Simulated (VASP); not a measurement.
**Pd: single point with PBE**

Pd:

```
Pd
1.0
     2.70229    0.00000    0.00000
    -1.35115    2.34025    0.00000
     0.00000    0.00000    4.48916
Pd
2
Direct
  0.33333 0.66667 0.25000
  0.66667 0.33333 0.75000
```

This cell differs from its parent crystal: volume scaled by 0.92.

```json
{"Program": "VASP 6.6.1", "Task": "single point", "Functional": "PBE", "Potentials or basis": "VASP PAW PBE potentials, release 64 (Pd)", "Cutoff": "520 eV", "k mesh": "17 × 17 × 9", "Occupations": "fermi-dirac, width 0.1 eV", "Spin": "no spin polarisation"}
```

```yaml
Pressure: 16.8 GPa
Band_gap_on_the_k_mesh: zero (band 10 reaches 10.66 eV, above the bottom of band 11 at 9.79 eV)
```

Stress tensor (GPa, compression positive):
```
16.85  0.00  0.00
 0.00 16.85  0.00
 0.00  0.00 16.74
```

Levels at points of the mesh, in eV from the Fermi level:
| k point | band 8 | band 9 | band 10 | band 11 | band 12 | band 13 |
| --- | --- | --- | --- | --- | --- | --- |
| (0.00, 0.00, 0.00) | -1.83 | -1.83 | -0.28 | -0.28 | 0.75 | 7.34 |

Wall time 42 s on 1 thread of Intel Xeon 6975P-C (shared host), peak memory 0.19 GiB.
